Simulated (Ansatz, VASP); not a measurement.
**Pt: VASP beside Ansatz**

```
Pt
1.0
     2.76067    0.00000    0.00000
    -1.38033    2.39081    0.00000
     0.00000    0.00000    4.69629
Pt
2
Direct
  0.33333 0.66667 0.25000
  0.66667 0.33333 0.75000
```

Alike in both runs: task single point; functional PBEsol; k mesh 9 × 9 × 5; occupations fermi-dirac, width 0.05 eV; no spin polarisation.

```csv
,VASP,Ansatz
version,VASP 6.6.1,Ansatz 0.2.0
potentials or method,"VASP PAW PBE potentials, release 64 (Pt)",Ansatz PAW
plane-wave cutoff (eV),520,420
valence electrons in the cell,20,36
```

|  | VASP | Ansatz | Ansatz less VASP |
| --- | --- | --- | --- |
| gap on the k mesh at the Fermi level (eV) | none | none | - |
| pressure (GPa) | -7.2 | -6.8 | +0.40 |
| traceless stress, the component that is largest in VASP (GPa) | 2.75 | 2.84 | +0.084 |

VASP's potentials were made for PBE, not for PBEsol. A gap of «none» marks a metal or a gap that the smearing closes. VASP's potentials hold 20 valence electrons a cell and Ansatz's 36, so a difference there can come from the potentials and not from the codes.

Neither program's run includes spin-orbit coupling.
